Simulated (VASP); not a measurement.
TcN2:

```xyz
3
Lattice="0.0000 2.4450 2.4450 2.4450 0.0000 2.4450 2.4450 2.4450 0.0000" Properties=species:S:1:pos:R:3 pbc="T T T"
Tc    0.0000    0.0000    0.0000
N     1.2225    1.2225    1.2225
N     3.6675    3.6675    3.6675
```

| Property | Result |
| --- | --- |
| Program | VASP 6.6.1 |
| Task | relaxation of cell and atoms |
| Functional | PBEsol |
| Potentials or basis | VASP PAW PBE potentials, release 64 (Tc_pv, N) |
| Cutoff | 600 eV |
| k mesh | 7 × 7 × 7 |
| Occupations | fermi-dirac, width 0.1 eV |
| Spin | no spin polarisation |

At the start: pressure -14.8 GPa; volume 9.74 Å³/atom.

How do energy, volume and symmetry change on relaxing?

Over 4 steps the energy falls by 23.0 meV/atom and the volume is 9.27 Å³/atom (-4.9 %); space group Fm-3m (No. 225, to 0.1 Å) before and after.

Step by step:
```
step  energy change (eV)  largest force (eV/Å)  pressure (GPa)  volume (Å³)
   1              0.0000                0.0000          -14.80        29.23
   2              0.1427                0.0000           32.99        25.59
   3             -0.0691                0.0000           -0.40        27.84
   4             -0.0691                0.0000           -0.04        27.81
```

Final structure:
```cif
data_structure
_symmetry_space_group_name_H-M 'P 1'
_symmetry_Int_Tables_number 1
_cell_length_a 3.4006
_cell_length_b 3.4006
_cell_length_c 3.4006
_cell_angle_alpha 60.000
_cell_angle_beta 60.000
_cell_angle_gamma 60.000
_cell_volume 27.81
loop_
_atom_site_label
_atom_site_type_symbol
_atom_site_fract_x
_atom_site_fract_y
_atom_site_fract_z
_atom_site_occupancy
Tc1 Tc 0.00000 0.00000 0.00000 1
N1 N 0.25000 0.25000 0.25000 1
N2 N 0.75000 0.75000 0.75000 1
```

Caveat: the PAW data sets were made with another functional, which shifts forces and pressure a little.
